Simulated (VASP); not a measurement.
A run of VASP 6.6.1 is set up as follows.

POSCAR

```
Pd
1.0
   -1.6031178681      1.6031178681      1.6031178681
    1.6031178681     -1.6031178681      1.6031178681
    1.6031178681      1.6031178681     -1.6031178681
Pd
1
Direct
    0.0000000000      0.0000000000      0.0000000000
```

Contents of INCAR.step1:

```
PREC     = Accurate       # precision mode
ENCUT    = 520            # plane-wave cutoff, eV
ISMEAR   = -1             # smearing method
SIGMA    = 0.05           # smearing width, eV
LREAL    = False          # projectors in reciprocal space
LASPH    = True           # aspherical terms in the spheres
NELM     = 80             # most SCF steps
NBANDS   = 11             # bands
GGA      = PE             # functional
ALGO     = Normal         # electronic algorithm
EDIFF    = 1E-4           # SCF threshold, eV
LWAVE    = True           # write WAVECAR
LCHARG   = False          # write CHGCAR
```

Contents of INCAR.step2:

```
PREC     = Accurate       # precision mode
ENCUT    = 520            # plane-wave cutoff, eV
EDIFF    = 1E-6           # SCF threshold, eV
ISMEAR   = -1             # smearing method
SIGMA    = 0.05           # smearing width, eV
LREAL    = False          # projectors in reciprocal space
LASPH    = True           # aspherical terms in the spheres
NELM     = 80             # most SCF steps
ALGO     = Normal         # electronic algorithm
ISIF     = 2              # what is computed and relaxed
LWAVE    = False          # write WAVECAR
LCHARG   = False          # write CHGCAR
METAGGA  = R2SCAN         # meta-GGA
LMIXTAU  = True         
NBANDS   = 11             # bands
ISTART   = 1
```

File KPOINTS:

```
Automatic mesh
0
Gamma
  12 12 12
```

Potentials or basis: VASP PAW PBE potentials, release 64 (Pd).

Launch:

```console
$ cat potpaw_PBE.64/Pd/POTCAR > POTCAR
$ cp INCAR.step1 INCAR
$ mpirun -np 1 vasp_std > vasp.out
$ cp INCAR.step2 INCAR
$ mpirun -np 1 vasp_std > vasp.out
```

(1) Predict the band gap on the k mesh.

(2) What does it give for the pressure?

Answers

(1) zero (band 5 reaches 8.38 eV, above the bottom of band 6 at 6.90 eV).

(2) -12.6 GPa.

Caveat: the PAW data sets were made with another functional, which shifts forces and pressure a little.
